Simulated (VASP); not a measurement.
A run of VASP 6.6.1 is set up as follows.

File POSCAR:

```
Te
1.0
    5.6243226610      0.0000000000      0.0000000000
   -2.8121613305      4.8708063035      0.0000000000
    0.0000000000      0.0000000000      3.1664262252
Te
3
Direct
    0.0000000000      0.0000000000      0.0000000000
    0.3333333333      0.6666666667      0.5000000000
    0.6666666667      0.3333333333      0.5000000000
```

INCAR.step1

```
PREC = Accurate
ENCUT = 520
ISMEAR = 0
SIGMA = 0.1
LREAL = False
LASPH = True
NELM = 60
NBANDS = 16
GGA = PE
ALGO = Normal
EDIFF = 1E-4
LWAVE = True
LCHARG = False
```

Contents of INCAR.step2:

```
PREC = Accurate
ENCUT = 520
EDIFF = 1E-6
ISMEAR = 0
SIGMA = 0.1
LREAL = False
LASPH = True
NELM = 60
ALGO = Normal
ISIF = 2
LWAVE = False
LCHARG = False
METAGGA = R2SCAN
LMIXTAU = True
NBANDS = 16
ISTART = 1
```

The input KPOINTS:

```
Automatic mesh
0
Gamma
  3 3 6
```

Potentials or basis: VASP PAW PBE potentials, release 64 (Te).

The run is started by

```sh
$ cat potpaw_PBE.64/Te/POTCAR > POTCAR
$ cp INCAR.step1 INCAR
$ mpirun -np 1 vasp_std > vasp.out
$ cp INCAR.step2 INCAR
$ mpirun -np 1 vasp_std > vasp.out
```

Question: Predict the pressure.

Answer: -0.1 GPa.

Question: What does it give for the band gap on the k mesh?

Answer: Zero (bands 9 and 10 overlap by 4.69 eV).

Caveat: the k points lie up to 0.43 Å⁻¹ apart, too coarse for converged energies and pressures of a metal; the PAW data sets were made with another functional, which shifts forces and pressure a little; spin-orbit coupling is left out, which moves the levels of the heavy elements.
